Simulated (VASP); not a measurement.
# YIn in VASP: single point with LDA

Aim: the single point of YIn with LDA.

Program: VASP 6.6.1. These are calculated values, not measurements. Logs are shortened: lines on timing, memory, paths and dates and some standing lists are left out, and cuts for length are marked.

### 1 The cell of the first run

The cell holds a slab with vacuum, 8 atoms: a = 5.388 Å, b = 3.810 Å, c = 20.082 Å, α = 90.00°, β = 90.00°, γ = 90.00°.

### 2 Single point, LDA

The input, INCAR:

```
  PREC = Accurate
  ENCUT = 520
  EDIFF = 1E-6
  ISMEAR = -1
  SIGMA = 0.1
  LREAL = F
  LASPH = T
  NELM = 100
  ALGO = Normal
  ISIF = 2
  LWAVE = F
  LCHARG = F
  LDIPOL = T
  IDIPOL = 3
  DIPOL = 0.5 0.5 0.500
  GGA = CA
  NBANDS = 58
```

The input, KPOINTS:

```
Automatic mesh
0
Gamma
  3 5 1
```

The input, POSCAR:

```
YIn
1.0
    5.3881536726      0.0000000000      0.0000000000
    0.0000000000      3.8100000000      0.0000000000
    0.0000000000      0.0000000000     20.0822305090
Y In
4 4
Direct
    0.5000000000      0.5000000000      0.2987715930
    1.0000000000      0.5000000000      0.4329238643
    0.5000000000      0.5000000000      0.5670761357
    0.0000000000      0.5000000000      0.7012284070
    0.0000000000      0.0000000000      0.2987715930
    0.5000000000      0.0000000000      0.4329238643
    0.0000000000      0.0000000000      0.5670761357
    0.5000000000      0.0000000000      0.7012284070
```

Potentials or basis: VASP PAW LDA potentials, release 64 (Y_sv, In_d).

Command:

```bash
cat potpaw_LDA.64/Y_sv/POTCAR potpaw_LDA.64/In_d/POTCAR > POTCAR
mpirun -np 1 vasp_std > vasp.out
```

OUTCAR:

```text
PREC = Accurate
   ENCUT = 520
   EDIFF = 1E-6
   ISMEAR = -1
   LREAL = F
   LASPH = T
   NELM = 100
   ISIF = 2
   GGA = CA

 ion  position               nearest neighbor table
   1  0.500  0.500  0.299-   6 3.30   6 3.30   5 3.30   5 3.30   5 3.30   5 3.30   2 3.81   2 3.81

   2  0.000  0.500  0.433-   5 3.30   5 3.30   6 3.30   6 3.30   6 3.30   6 3.30   7 3.30   7 3.30
                             1 3.81   1 3.81   3 3.81   3 3.81
   3  0.500  0.500  0.567-   8 3.30   8 3.30   7 3.30   7 3.30   7 3.30   7 3.30   6 3.30   6 3.30
                             4 3.81   4 3.81   2 3.81   2 3.81
   4  0.000  0.500  0.701-   7 3.30   7 3.30   8 3.30   8 3.30   8 3.30   8 3.30   3 3.81   3 3.81

   5  0.000  0.000  0.299-   2 3.30   2 3.30   1 3.30   1 3.30   1 3.30   1 3.30   6 3.81   6 3.81

   6  0.500  0.000  0.433-   1 3.30   1 3.30   2 3.30   2 3.30   2 3.30   2 3.30   3 3.30   3 3.30
                             5 3.81   5 3.81   7 3.81   7 3.81
   7  0.000  0.000  0.567-   4 3.30   4 3.30   3 3.30   3 3.30   3 3.30   3 3.30   2 3.30   2 3.30
                             8 3.81   8 3.81   6 3.81   6 3.81
   8  0.500  0.000  0.701-   3 3.30   3 3.30   4 3.30   4 3.30   4 3.30   4 3.30   7 3.81   7 3.81

  LATTYP: Found a simple orthorhombic cell.
 ALAT       =     3.8100000000
 B/A-ratio  =     1.4142135624
 C/A-ratio  =     5.2709266428

  Lattice vectors:

 A1 = (   0.0000000000,  -3.8100000000,   0.0000000000)
 A2 = (   5.3881536726,   0.0000000000,   0.0000000000)
 A3 = (   0.0000000000,   0.0000000000,  20.0822305090)

Analysis of symmetry for initial positions (statically):
=====================================================================
 Subroutine PRICEL returns:
 Original cell was already a primitive cell.

 Routine SETGRP: Setting up the symmetry group for a
 simple orthorhombic supercell.

 Subroutine GETGRP returns: Found  8 space group operations
 (whereof  4 operations were pure point group operations)
 out of a pool of  8 trial point group operations.

The static configuration has the point symmetry C_2v.
 The point group associated with its full space group is D_2h.

Analysis of symmetry for dynamics (positions and initial velocities):
=====================================================================
 Subroutine PRICEL returns:
 Original cell was already a primitive cell.

 Routine SETGRP: Setting up the symmetry group for a
 simple orthorhombic supercell.

 Subroutine GETGRP returns: Found  8 space group operations
 (whereof  4 operations were pure point group operations)
 out of a pool of  8 trial point group operations.

The dynamic configuration has the point symmetry C_2v.
 The point group associated with its full space group is D_2h.

 Subroutine INISYM returns: Found  8 space group operations
 (whereof  4 operations are pure point group operations),
 and found     1 'primitive' translations

----------------------------------------------------------------------------------------

                                     Primitive cell

  volume of cell :     412.2654

  direct lattice vectors                    reciprocal lattice vectors
     5.388153673  0.000000000  0.000000000     0.185592331  0.000000000  0.000000000
     0.000000000  3.810000000  0.000000000     0.000000000  0.262467192  0.000000000
     0.000000000  0.000000000 20.082230509     0.000000000  0.000000000  0.049795265

  length of vectors
     5.388153673  3.810000000 20.082230509     0.185592331  0.262467192  0.049795265

  position of ions in fractional coordinates (direct lattice)
     0.500000000  0.500000000  0.298771593
     0.000000000  0.500000000  0.432923864
     0.500000000  0.500000000  0.567076136
     0.000000000  0.500000000  0.701228407
     0.000000000  0.000000000  0.298771593
     0.500000000  0.000000000  0.432923864
     0.000000000  0.000000000  0.567076136
     0.500000000  0.000000000  0.701228407

  ion indices of the primitive-cell ions
   primitive index   ion index
                 1           1
                 2           2
                 3           3
                 4           4
                 5           5
                 6           6
                 7           7
                 8           8

----------------------------------------------------------------------------------------

 KPOINTS: Automatic mesh

Automatic generation of k-mesh.
 Grid dimensions read from file:
 generate k-points for:    3    5    1

 Generating k-lattice:

  Cartesian coordinates                     Fractional coordinates (reciprocal lattice)
     0.061864110  0.000000000  0.000000000     0.333333333  0.000000000  0.000000000
     0.000000000  0.052493438  0.000000000     0.000000000  0.200000000  0.000000000
     0.000000000  0.000000000  0.049795265     0.000000000  0.000000000  1.000000000

  Length of vectors
     0.061864110  0.052493438  0.049795265

  Shift w.r.t. Gamma in fractional coordinates (k-lattice)
     0.000000000  0.000000000  0.000000000

 Subroutine IBZKPT returns following result:
 ===========================================

 Found      6 irreducible k-points:

 Following reciprocal coordinates:
            Coordinates               Weight
  0.000000  0.000000  0.000000      1.000000
  0.333333  0.000000  0.000000      2.000000
  0.000000  0.200000  0.000000      2.000000
  0.333333  0.200000  0.000000      4.000000
  0.000000  0.400000  0.000000      2.000000
  0.333333  0.400000  0.000000      4.000000
   k-points           NKPTS =      6   k-points in BZ     NKDIM =      6   number of bands    NBANDS=     58
   number of dos      NEDOS =    301   number of ions     NIONS =      8
   total plane-waves  NPLWV = 168000
   dimension x,y,z NGX =    40 NGY =   28 NGZ =  150
   dimension x,y,z NGXF=    80 NGYF=   56 NGZF=  300
   ions per type =               4   4
   NGX,Y,Z   is equivalent  to a cutoff of  12.34, 12.22, 12.42 a.u.
   NGXF,Y,Z  is equivalent  to a cutoff of  24.68, 24.44, 24.83 a.u.
 SYSTEM =  unknown system
   PREC   = accura    normal or accurate (medium, high low for compatibility)
   ISTART =      0    job   : 0-new  1-cont  2-samecut
   ICHARG =      2    charge: 1-file 2-atom 10-const
   ISPIN  =      1    spin polarized calculation?
   LNONCOLLINEAR =      F non collinear calculations
   LSORBIT =      F    spin-orbit coupling
   LASPH  =      T    aspherical Exc in radial PAW
   ENCUT  =  520.0 eV  38.22 Ry    6.18 a.u.  10.02  7.08 37.34*2*pi/ulx,y,z
   NELM   =    100;   NELMIN=  2; NELMDL= -5     # of ELM steps
   EDIFF  = 0.1E-05   stopping-criterion for ELM
   LREAL  =      F    real-space projection
   EDIFFG = 0.1E-04   stopping-criterion for IOM
   NSW    =      0    number of steps for IOM
   IBRION =     -1    ionic relax: 0-MD 1-quasi-New 2-CG
   NFREE  =      0    steps in history (QN), initial steepest desc. (CG)
   ISIF   =      2    stress and relaxation
   ISYM   =      2    0-nonsym 1-usesym 2-fastsym
   POTIM  = 0.5000    time-step for ionic-motion
   TEBEG  =    0.0;   TEEND  =   0.0 temperature during run
   PSTRESS=    0.0 pullay stress
   NELECT =      96.0000    total number of electrons
   NUPDOWN=      -1.0000    fix difference up-down
   EMIN   =  10.00;   EMAX   =-10.00  energy-range for DOS
   EFERMI =   0.00;   METHOD = LEGACY
   ISMEAR =    -1;   SIGMA  =   0.10  broadening in eV -4-tet -1-fermi 0-gaus
   EFERMI_NEDOS =   21; number of points for ismear=-14 and -15
   IALGO  =     38    algorithm
   IMIX   =      4    mixing-type and parameters
     AMIX     =   0.40;   BMIX     =  1.00
     AMIX_MAG =   1.60;   BMIX_MAG =  1.00
  volume/ion in A,a.u.               =      51.53       347.76
  Fermi-wavevector in a.u.,A,eV,Ry     =   1.007178  1.903291 13.801855  1.014408
  Thomas-Fermi vector in A             =   2.139967
   LORBIT       =      0    0 simple, 1 ext, 2 COOP (PROOUT), +10 PAW based schemes
   GGA     = CA    functional components
   LHFCALC =     F    Hartree Fock is set to
   AEXX    =    0.0000 exact exchange contribution
   IVDW    =     0    specifies the selected vdW correction
   LEPSILON=     F    determine dielectric tensor
   LRPA    =     F    only Hartree local field effects (RPA)
 non-spin polarized calculation
  energy-cutoff  :      520.00
  volume of cell :      412.27
 maximum number of plane-waves:     11127
   NGX = 21   NGY = 15   NGZ = 75

 number of electron      95.9999977 magnetization

 dipolmoment           0.000000      0.000000     -0.000000 electrons x Angstroem

 Free energy of the ion-electron system (eV)
  ---------------------------------------------------
  ext. energy  EPLUGINS =         0.00000000
  ---------------------------------------------------
  free energy    TOTEN  =       -42.22654277 eV

  energy without entropy =      -41.98204072  energy(sigma->0) =      -42.10429175

 E-fermi :   1.2317     XC(G=0):  -6.4381

 val. band max:        1.1920810906   @ k =   0.3333   0.2000   0.0000
 cond. band min:       1.3017742873   @ k =   0.3333   0.2000   0.0000
 fundamental gap:      0.1096931967
 Fermi energy:         1.2316541873

 k-point     1 :       0.0000    0.0000    0.0000
  band No.  band energies     occupation
      1     -42.0427      2.00000
      2     -42.0427      2.00000
      3     -41.6774      2.00000
      4     -41.6670      2.00000
      5     -22.2352      2.00000
      6     -22.2350      2.00000
[... 50 lines left out ...]
     57       3.2883      0.00000
     58       3.3127      0.00000

 k-point     2 :       0.3333    0.0000    0.0000
  band No.  band energies     occupation
      1     -42.0426      2.00000
      2     -42.0426      2.00000
      3     -41.6747      2.00000
      4     -41.6695      2.00000
      5     -22.2375      2.00000
      6     -22.2362      2.00000
[... 50 lines left out ...]
     57       2.6696      0.00000
     58       2.6773      0.00000
[... 181 lines left out ...]
     57       3.0272      0.00000
     58       3.3502      0.00000

 k-point     6 :       0.3333    0.4000    0.0000
  band No.  band energies     occupation
      1     -42.0338      2.00000
      2     -42.0338      2.00000
      3     -41.6654      2.00000
      4     -41.6603      2.00000
      5     -22.2212      2.00000
      6     -22.2204      2.00000
[... 50 lines left out ...]
     57       3.0840      0.00000
     58       3.2199      0.00000

------------------------ aborting loop because EDIFF is reached ----------------------------------------

 vacuum level on the upper side and lower side of the slab       (xc-potential included)        -0.410        -0.410

  FORCE on cell =-STRESS in cart. coord.  units (eV):
  Direction    XX          YY          ZZ          XY          YZ          ZX
  --------------------------------------------------------------------------------------
  -------------------------------------------------------------------------------------
  Total      -12.6879135     -9.4544928     -5.6749858      0.0000000      0.0000000      0.0000000
  in kB      -49.3087389    -36.7427723    -22.0545634      0.0000000      0.0000000      0.0000000
  external PRESSURE =     -36.0353582 kB  Pullay stress =       0.0000000 kB

 VOLUME and BASIS-vectors are now :
 -----------------------------------------------------------------------------
  energy-cutoff  :      520.00
  volume of cell :      412.27
      direct lattice vectors                 reciprocal lattice vectors
     5.388153673  0.000000000  0.000000000     0.185592331  0.000000000  0.000000000
     0.000000000  3.810000000  0.000000000     0.000000000  0.262467192  0.000000000
     0.000000000  0.000000000 20.082230509     0.000000000  0.000000000  0.049795265

 POSITION                                       TOTAL-FORCE (eV/Angst)
 -----------------------------------------------------------------------------------
      2.69408      1.90500      6.00000         0.000000      0.000000      0.433133
      0.00000      1.90500      8.69408         0.000000      0.000000      0.279516
      2.69408      1.90500     11.38815         0.000000      0.000000     -0.279516
      0.00000      1.90500     14.08223         0.000000      0.000000     -0.433133
      0.00000      0.00000      6.00000         0.000000      0.000000      0.191273
      2.69408      0.00000      8.69408         0.000000      0.000000     -0.068043
      0.00000      0.00000     11.38815         0.000000      0.000000      0.068043
      2.69408      0.00000     14.08223         0.000000      0.000000     -0.191273
 -----------------------------------------------------------------------------------
    total drift:                               -0.000000      0.000000     -0.000000

  FREE ENERGIE OF THE ION-ELECTRON SYSTEM (eV)
  ---------------------------------------------------
  free  energy   TOTEN  =       -42.2265427722 eV

  energy  without entropy=      -41.9820407214  energy(sigma->0) =      -42.10429175

 vacuum level on the upper side and lower side of the slab         4.627         4.627
```

It took 5.3 min on 1 thread of Intel Xeon Platinum 8488C (Sapphire Rapids), shared host; peak memory 0.37 GiB.

What came out:

```yaml
Free_energy: -42.2265 eV
Largest_force: 0.433 eV/Å
Band_gap_on_the_k_mesh: zero (bands 48 and 49 overlap by 0.01 eV)
```

Forces on the atoms (eV/Å):
```
Y    0.000  0.000  0.433
Y    0.000  0.000  0.280
Y    0.000  0.000 -0.280
Y    0.000  0.000 -0.433
In   0.000  0.000  0.191
In   0.000  0.000 -0.068
In   0.000  0.000  0.068
In   0.000  0.000 -0.191
```

Levels at points of the mesh, in eV from the Fermi level:
| k point | band 46 | band 47 | band 48 | band 49 | band 50 | band 51 |
| --- | --- | --- | --- | --- | --- | --- |
| (0.00, 0.00, 0.00) | -0.53 | -0.51 | -0.21 | 0.40 | 0.67 | 0.78 |

Caveat: the k points lie up to 0.39 Å⁻¹ apart; spin-orbit coupling is left out, which moves the levels of the heavy elements.
